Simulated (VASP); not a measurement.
Write the native input for VASP 6.6.1 that does the following.

* Task: single point
* Functional: PBE
* Potentials or basis: VASP PAW PBE potentials, release 64 (Mn_pv, S)
* Cutoff: 520 eV
* k mesh: 8 × 8 × 8
* Occupations: gaussian, width 0.05 eV
* Spin: collinear spin, ferromagnetic start
* Starting moments: [5.0, 0.0] μB
* Dipole correction: no
* Further INCAR settings: ALGO = Normal; EDIFF = 1e-07; NBANDS = 20

The structure of MnS lies in POSCAR:

```
MnS
1.0
    0.0000000000      2.6122498864      2.6122498864
    2.6122498864      0.0000000000      2.6122498864
    2.6122498864      2.6122498864      0.0000000000
Mn S
1 1
Direct
    0.0000000000      0.0000000000      0.0000000000
    0.5000000000      0.5000000000      0.5000000000
```

The input as run:

INCAR

```
SYSTEM = MnS
PREC = Accurate ; ENCUT = 520
EDIFF = 1E-7 ; ISMEAR = 0
SIGMA = 0.05 ; LREAL = .FALSE.
LASPH = .TRUE. ; NELM = 150
ALGO = Normal ; ISIF = 2
LWAVE = .FALSE. ; LCHARG = .FALSE.
ISPIN = 2 ; MAGMOM = 5 0
LORBIT = 11 ; LMAXMIX = 4
GGA = PE ; NBANDS = 20
```

KPOINTS

```
Automatic mesh
0
G
  8 8 8
  0 0 0
```

Potentials or basis: VASP PAW PBE potentials, release 64 (Mn_pv, S).

Launch:

```sh
$ cat potpaw_PBE.64/Mn_pv/POTCAR potpaw_PBE.64/S/POTCAR > POTCAR
$ mpirun -np 1 vasp_std > vasp.out
```

It gave:

```yaml
Pressure: -3.9 GPa
Net_moment: 4.69 μB per cell
Site_moments: Mn +4.25; S +0.10 μB
Valence_electrons_inside_the_program's_atomic_spheres: Mn 11.30; S 3.72
```

Caveat: a cell with one magnetic atom can't hold antiferromagnetic order, which such compounds often take.

Run time: 93 s on 1 thread of AMD EPYC 7R13, on a shared host, peak memory 0.16 GiB.
